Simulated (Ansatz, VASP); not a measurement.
# Two plane-wave programs on Al2Cu

Contents of INCAR:

```
  ALGO = Normal
  EDIFF = 1E-6
  ENCUT = 520
  GGA = PE
  ISIF = 2
  ISMEAR = 0
  LASPH = T
  LCHARG = F
  LREAL = F
  LWAVE = F
  NBANDS = 16
  NELM = 60
  PREC = Accurate
  SIGMA = 0.15
```

The input KPOINTS:

```
k-points
0
Gamma
  10 10 14
```

Contents of POSCAR:

```
Al2Cu
1.0
    3.8327000000      0.0000000000      0.0000000000
    0.0000000000      3.8327000000      0.0000000000
    0.0000000000      0.0000000000      3.1155000000
Al Cu
2 1
Direct
    0.5000000000      0.0000000000      0.5000000000
    0.0000000000      0.5000000000      0.5000000000
    0.0000000000      0.0000000000      0.0000000000
```

Input for Ansatz:

```yaml
crystal:
  lattice:
    - [3.8327, 0.0, 0.0]
    - [0.0, 3.8327, 0.0]
    - [0.0, 0.0, 3.1155]
  atoms:
    - { symbol: Al, position: [0.5, 0.0, 0.5] }
    - { symbol: Al, position: [0.0, 0.5, 0.5] }
    - { symbol: Cu, position: [0.0, 0.0, 0.0] }
basis:
  ecutwfc: 520.0
kpoints:
  mp_grid: { grid: [10, 10, 14] }
hamiltonian:
  xc: pbe
  pseudopotentials: { kind: paw, azcp: { folder: soft_1 } }
scf:
  occupations: { method: gaussian, width: 0.15 }
output:
  forces: true
  stress: true
  eigenvalues: true
```

Alike in both runs: task single point; functional PBE; k mesh 10 × 10 × 14; occupations gaussian, width 0.15 eV; no spin polarisation.

```csv
,VASP,Ansatz
version,VASP 6.6.1,Ansatz 0.2.0
potentials or method,"VASP PAW PBE potentials, release 64 (Al, Cu), cutoff 520 eV","scalar-relativistic, plane waves, PAW"
valence electrons in the cell,17,25
```

VASP gave:

| Item | Value |
| --- | --- |
| gap on the k mesh at the Fermi level (eV) | none |
| pressure (GPa) | 8.7 |
| traceless stress, the component that is largest in VASP (GPa) | -7.27 |

**Question.** What did Ansatz give for the same quantities?

**Answer.** gap on the k mesh at the Fermi level (eV): none; pressure (GPa): 8.7; traceless stress, the component that is largest in VASP (GPa): -7.34.

A gap of «none» marks a metal or a gap that the smearing closes. VASP's potentials hold 17 valence electrons a cell and Ansatz's 25, so a difference there can come from the potentials and not from the codes.
